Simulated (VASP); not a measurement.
The system is Cu.

```
CELL_PARAMETERS angstrom
0.00000 1.56695 1.56695
1.56695 0.00000 1.56695
1.56695 1.56695 0.00000
ATOMIC_POSITIONS crystal
Cu 0.00000 0.00000 0.00000
```

This cell differs from its parent crystal: volume scaled by 0.68.

Base run:

```yaml
Program: VASP 6.6.1
Functional: PBEsol
Potentials_or_basis: VASP PAW PBE potentials, release 64 (Cu)
Cutoff: 520 eV
k_mesh: 20 × 20 × 20
Occupations: fermi-dirac, width 0.08 eV
Spin: no spin polarisation
```

Its results: pressure 169.1 GPa.

The run is repeated on the same cell with these changes: functional from PBEsol to revPBE. What comes out?

Pressure 193.2 GPa.

revPBE binds less tightly than PBEsol, so the same cell stands under more pressure.

Caveats: the PAW data sets were made with another functional, which shifts forces and pressure a little.
